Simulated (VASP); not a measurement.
# ScPdC4 (F-43m) in VASP: single point with PBE

Aim: the single point of ScPdC4 with PBE.

Everything below comes from runs of VASP 6.6.1. Logs are shortened: lines on timing, memory, paths and dates and some standing lists are left out, and cuts for length are marked.

**1. The cell of the first run**

The structure is cubic, space group F-43m (No. 216). Conventional cell: a = 6.339 Å, b = 6.339 Å, c = 6.339 Å, α = 90.00°, β = 90.00°, γ = 90.00°. Sc (site symmetry -43m) has 12 C at 2.59 Å and 4 Pd at 2.74 Å within 3.4 Å. Pd (site symmetry -43m) has 12 C at 2.73 Å and 4 Sc at 2.74 Å within 3.6 Å. Within 2.1 Å of C (site symmetry 3m) lie 3 C at 1.58 Å.

**2. Single point, PBE**

Contents of INCAR:

```
SYSTEM = ScPdC4
PREC = Accurate ; ENCUT = 700
EDIFF = 1E-6 ; ISMEAR = 0
SIGMA = 0.1 ; LREAL = .False.
LASPH = .True. ; NELM = 120
ALGO = Normal ; ISIF = 2
LWAVE = .False. ; LCHARG = .False.
GGA = PE ; NBANDS = 32
GGA_COMPAT = .False.
```

Contents of KPOINTS:

```
regular mesh
0
Gamma
  10 10 10
  0 0 0
```

Contents of POSCAR:

```
ScPdC4
1.0
    0.0000000000      3.1693747208      3.1693747208
    3.1693747208      0.0000000000      3.1693747208
    3.1693747208      3.1693747208      0.0000000000
Sc Pd C
1 1 4
Direct
    0.0000000000      0.0000000000      0.0000000000
    0.7500000000      0.7500000000      0.7500000000
    0.3382904599      0.9851286204      0.3382904599
    0.3382904599      0.3382904599      0.9851286204
    0.3382904599      0.3382904599      0.3382904599
    0.9851286204      0.3382904599      0.3382904599
```

Potentials or basis: VASP PAW PBE potentials, release 64 (Sc_sv, Pd_sv_GW, C).

Started as:

```sh
> cat potpaw_PBE.64/Sc_sv/POTCAR potpaw_PBE.64/Pd_sv_GW/POTCAR potpaw_PBE.64/C/POTCAR > POTCAR
> mpirun -np 1 vasp_std > vasp.out
```

OUTCAR:

```text
SYSTEM = ScPdC4
   PREC = Accurate
   ENCUT = 700
   EDIFF = 1E-6
   ISMEAR = 0
   LREAL = .False.
   LASPH = .True.
   NELM = 120
   ISIF = 2
   GGA = PE

 ion  position               nearest neighbor table
   1  0.000  0.000  0.000-   3 2.59   6 2.59   4 2.59   6 2.59   3 2.59   4 2.59   5 2.59   5 2.59
                             5 2.59   3 2.59   4 2.59   6 2.59   2 2.74   2 2.74   2 2.74   2 2.74
   2  0.750  0.750  0.750-   1 2.74   1 2.74   1 2.74   1 2.74
   3  0.338  0.985  0.338-   4 1.58   5 1.58   6 1.58   1 2.59   1 2.59   1 2.59
   4  0.338  0.338  0.985-   3 1.58   5 1.58   6 1.58   1 2.59   1 2.59   1 2.59
   5  0.338  0.338  0.338-   3 1.58   4 1.58   6 1.58   1 2.59   1 2.59   1 2.59
   6  0.985  0.338  0.338-   3 1.58   4 1.58   5 1.58   1 2.59   1 2.59   1 2.59

  LATTYP: Found a face centered cubic cell.
 ALAT       =     6.3387494416

  Lattice vectors:

 A1 = (   0.0000000000,   3.1693747208,   3.1693747208)
 A2 = (   3.1693747208,   0.0000000000,   3.1693747208)
 A3 = (   3.1693747208,   3.1693747208,   0.0000000000)

Analysis of symmetry for initial positions (statically):
=====================================================================
 Subroutine PRICEL returns:
 Original cell was already a primitive cell.

 Routine SETGRP: Setting up the symmetry group for a
 face centered cubic supercell.

 Subroutine GETGRP returns: Found 24 space group operations
 (whereof 24 operations were pure point group operations)
 out of a pool of 48 trial point group operations.

The static configuration has the point symmetry T_d .

Analysis of symmetry for dynamics (positions and initial velocities):
=====================================================================
 Subroutine PRICEL returns:
 Original cell was already a primitive cell.

 Routine SETGRP: Setting up the symmetry group for a
 face centered cubic supercell.

 Subroutine GETGRP returns: Found 24 space group operations
 (whereof 24 operations were pure point group operations)
 out of a pool of 48 trial point group operations.

The dynamic configuration has the point symmetry T_d .

 Subroutine INISYM returns: Found 24 space group operations
 (whereof 24 operations are pure point group operations),
 and found     1 'primitive' translations

----------------------------------------------------------------------------------------

                                     Primitive cell

  volume of cell :      63.6723

  direct lattice vectors                    reciprocal lattice vectors
     0.000000000  3.169374721  3.169374721    -0.157759825  0.157759825  0.157759825
     3.169374721  0.000000000  3.169374721     0.157759825 -0.157759825  0.157759825
     3.169374721  3.169374721  0.000000000     0.157759825  0.157759825 -0.157759825

  length of vectors
     4.482172714  4.482172714  4.482172714     0.273248032  0.273248032  0.273248032

  position of ions in fractional coordinates (direct lattice)
     0.000000000  0.000000000  0.000000000
     0.750000000  0.750000000  0.750000000
     0.338290460  0.985128620  0.338290460
     0.338290460  0.338290460  0.985128620
     0.338290460  0.338290460  0.338290460
     0.985128620  0.338290460  0.338290460

  ion indices of the primitive-cell ions
   primitive index   ion index
                 1           1
                 2           2
                 3           3
                 4           4
                 5           5
                 6           6

----------------------------------------------------------------------------------------

 KPOINTS: regular mesh

Automatic generation of k-mesh.
 Grid dimensions read from file:
 generate k-points for:   10   10   10

 Generating k-lattice:

  Cartesian coordinates                     Fractional coordinates (reciprocal lattice)
    -0.015775982  0.015775982  0.015775982     0.100000000  0.000000000  0.000000000
     0.015775982 -0.015775982  0.015775982     0.000000000  0.100000000  0.000000000
     0.015775982  0.015775982 -0.015775982     0.000000000  0.000000000  0.100000000

  Length of vectors
     0.027324803  0.027324803  0.027324803

  Shift w.r.t. Gamma in fractional coordinates (k-lattice)
     0.000000000  0.000000000  0.000000000

 Subroutine IBZKPT returns following result:
 ===========================================

 Found     47 irreducible k-points:

 Following reciprocal coordinates:
            Coordinates               Weight
  0.000000  0.000000  0.000000      1.000000
  0.100000  0.000000  0.000000      8.000000
  0.200000  0.000000  0.000000      8.000000
  0.300000  0.000000  0.000000      8.000000
  0.400000  0.000000  0.000000      8.000000
  0.500000  0.000000  0.000000      4.000000
[... 16 lines left out ...]
  0.300000  0.300000  0.000000      6.000000
  0.400000  0.300000  0.000000     24.000000
 [... further k-points ...]
   k-points           NKPTS =     47   k-points in BZ     NKDIM =     47   number of bands    NBANDS=     32
   number of dos      NEDOS =    301   number of ions     NIONS =      6
   total plane-waves  NPLWV =  64000
   dimension x,y,z NGX =    40 NGY =   40 NGZ =   40
   dimension x,y,z NGXF=    80 NGYF=   80 NGZF=   80
   ions per type =               1   1   4
   NGX,Y,Z   is equivalent  to a cutoff of  14.84, 14.84, 14.84 a.u.
   NGXF,Y,Z  is equivalent  to a cutoff of  29.67, 29.67, 29.67 a.u.
 SYSTEM =  ScPdC4
   PREC   = accura    normal or accurate (medium, high low for compatibility)
   ISTART =      0    job   : 0-new  1-cont  2-samecut
   ICHARG =      2    charge: 1-file 2-atom 10-const
   ISPIN  =      1    spin polarized calculation?
   LNONCOLLINEAR =      F non collinear calculations
   LSORBIT =      F    spin-orbit coupling
   LASPH  =      T    aspherical Exc in radial PAW
   ENCUT  =  700.0 eV  51.45 Ry    7.17 a.u.   9.67  9.67  9.67*2*pi/ulx,y,z
   NELM   =    120;   NELMIN=  2; NELMDL= -5     # of ELM steps
   EDIFF  = 0.1E-05   stopping-criterion for ELM
   LREAL  =      F    real-space projection
   EDIFFG = 0.1E-04   stopping-criterion for IOM
   NSW    =      0    number of steps for IOM
   IBRION =     -1    ionic relax: 0-MD 1-quasi-New 2-CG
   NFREE  =      0    steps in history (QN), initial steepest desc. (CG)
   ISIF   =      2    stress and relaxation
   ISYM   =      2    0-nonsym 1-usesym 2-fastsym
   POTIM  = 0.5000    time-step for ionic-motion
   TEBEG  =    0.0;   TEEND  =   0.0 temperature during run
   PSTRESS=    0.0 pullay stress
   NELECT =      45.0000    total number of electrons
   NUPDOWN=      -1.0000    fix difference up-down
   EMIN   =  10.00;   EMAX   =-10.00  energy-range for DOS
   EFERMI =   0.00;   METHOD = LEGACY
   ISMEAR =     0;   SIGMA  =   0.10  broadening in eV -4-tet -1-fermi 0-gaus
   EFERMI_NEDOS =   21; number of points for ismear=-14 and -15
   IALGO  =     38    algorithm
   IMIX   =      4    mixing-type and parameters
     AMIX     =   0.40;   BMIX     =  1.00
     AMIX_MAG =   1.60;   BMIX_MAG =  1.00
  volume/ion in A,a.u.               =      10.61        71.61
  Fermi-wavevector in a.u.,A,eV,Ry     =   1.458239  2.755672 28.932263  2.126461
  Thomas-Fermi vector in A             =   2.574947
   LORBIT       =      0    0 simple, 1 ext, 2 COOP (PROOUT), +10 PAW based schemes
   GGA     = PE    functional components
   LHFCALC =     F    Hartree Fock is set to
   AEXX    =    0.0000 exact exchange contribution
   IVDW    =     0    specifies the selected vdW correction
   LEPSILON=     F    determine dielectric tensor
   LRPA    =     F    only Hartree local field effects (RPA)
 non-spin polarized calculation
 Gauss-broadening in eV      SIGMA  =   0.10
  energy-cutoff  :      700.00
  volume of cell :       63.67
 maximum number of plane-waves:      2701
   NGX = 19   NGY = 19   NGZ = 19

 number of electron      45.0000004 magnetization

 Free energy of the ion-electron system (eV)
  ---------------------------------------------------
  ext. energy  EPLUGINS =         0.00000000
  ---------------------------------------------------
  free energy    TOTEN  =       -38.27064307 eV

  energy without entropy =      -38.25650140  energy(sigma->0) =      -38.26357223

 E-fermi :   6.0423     XC(G=0): -11.9703

 val. band max:        6.0243006931   @ k =  -0.2000   0.1000   0.0000
 cond. band min:       6.0712946646   @ k =   0.3000   0.1000   0.0000
 fundamental gap:      0.0469939715
 Fermi energy:         6.0422929005

 k-point     1 :       0.0000    0.0000    0.0000
  band No.  band energies     occupation
      1     -77.8159      2.00000
      2     -43.5870      2.00000
      3     -43.5870      2.00000
      4     -43.5870      2.00000
      5     -43.5582      2.00000
      6     -22.1933      2.00000
[... 24 lines left out ...]
     31      13.9107      0.00000
     32      13.9107      0.00000

 k-point     2 :       0.1000    0.0000    0.0000
  band No.  band energies     occupation
      1     -77.8159      2.00000
      2     -43.6034      2.00000
      3     -43.5870      2.00000
      4     -43.5870      2.00000
      5     -43.5418      2.00000
      6     -22.1964      2.00000
[... 24 lines left out ...]
     31      13.7544      0.00000
     32      13.9252      0.00000

 k-point     3 :       0.2000    0.0000    0.0000
  band No.  band energies     occupation
      1     -77.8159      2.00000
      2     -43.6262      2.00000
      3     -43.5871      2.00000
      4     -43.5871      2.00000
      5     -43.5187      2.00000
      6     -22.2045      2.00000
[... 24 lines left out ...]
     31      13.4517      0.00000
     32      13.9221      0.00000

 k-point     4 :       0.3000    0.0000    0.0000
  band No.  band energies     occupation
      1     -77.8158      2.00000
      2     -43.6450      2.00000
      3     -43.5871      2.00000
      4     -43.5871      2.00000
      5     -43.4997      2.00000
      6     -22.2145      2.00000
[... 654 lines left out ...]
     31      13.1133      0.00000
     32      13.5003      0.00000

 k-point    23 :       0.3000    0.3000    0.0000
  band No.  band energies     occupation
      1     -77.8158      2.00000
      2     -43.6556      2.00000
      3     -43.5873      2.00000
      4     -43.5873      2.00000
      5     -43.4886      2.00000
      6     -22.2172      2.00000
[... 24 lines left out ...]
     31      12.3955      0.00000
     32      13.2618      0.00000

 k-point    24 :       0.4000    0.3000    0.0000
  band No.  band energies     occupation
      1     -77.8158      2.00000
      2     -43.6642      2.00000
      3     -43.5874      2.00000
      4     -43.5874      2.00000
      5     -43.4798      2.00000
      6     -22.2219      2.00000
[... 24 lines left out ...]
     31      12.2192      0.00000
     32      13.0010      0.00000

 [... further k-points ...]
[... 5 lines left out ...]
  --------------------------------------------------------------------------------------
  -------------------------------------------------------------------------------------
  Total        0.1352471      0.1352471      0.1352471      0.0000000      0.0000000      0.0000000
  in kB        3.4032033      3.4032033      3.4032033      0.0000000      0.0000000      0.0000000
  external PRESSURE =       3.4032033 kB  Pullay stress =       0.0000000 kB

 VOLUME and BASIS-vectors are now :
 -----------------------------------------------------------------------------
  energy-cutoff  :      700.00
  volume of cell :       63.67
      direct lattice vectors                 reciprocal lattice vectors
     0.000000000  3.169374721  3.169374721    -0.157759825  0.157759825  0.157759825
     3.169374721  0.000000000  3.169374721     0.157759825 -0.157759825  0.157759825
     3.169374721  3.169374721  0.000000000     0.157759825  0.157759825 -0.157759825

 POSITION                                       TOTAL-FORCE (eV/Angst)
 -----------------------------------------------------------------------------------
      0.00000      0.00000      0.00000        -0.000000     -0.000000     -0.000000
      4.75406      4.75406      4.75406        -0.000000     -0.000000     -0.000000
      4.19441      2.14434      4.19441        -0.051121      0.051121     -0.051121
      4.19441      4.19441      2.14434        -0.051121     -0.051121      0.051121
      2.14434      2.14434      2.14434         0.051121      0.051121      0.051121
      2.14434      4.19441      4.19441         0.051121     -0.051121     -0.051121
 -----------------------------------------------------------------------------------
    total drift:                               -0.000000     -0.000000     -0.000000

  FREE ENERGIE OF THE ION-ELECTRON SYSTEM (eV)
  ---------------------------------------------------
  free  energy   TOTEN  =       -38.2706430691 eV

  energy  without entropy=      -38.2565013957  energy(sigma->0) =      -38.26357223
```

Wall time 79 s (1 thread of Intel Xeon 6975P-C (Granite Rapids), shared host); peak memory 0.36 GiB.

Results:

| Quantity | Value |
| --- | --- |
| Free energy | -38.2706 eV |
| Pressure | 0.3 GPa |
| Largest force | 0.089 eV/Å |
| Band gap on the k mesh | zero (an odd number of electrons rules out a gap without spin polarisation) |

Forces in eV/Å, atoms in the order of the input:
```
Sc   0.000  0.000  0.000
Pd   0.000  0.000  0.000
C   -0.051  0.051 -0.051
C   -0.051 -0.051  0.051
C    0.051  0.051  0.051
C    0.051 -0.051 -0.051
```

The gap in the log of VASP goes by the Fermi energy; the results here count the filled bands.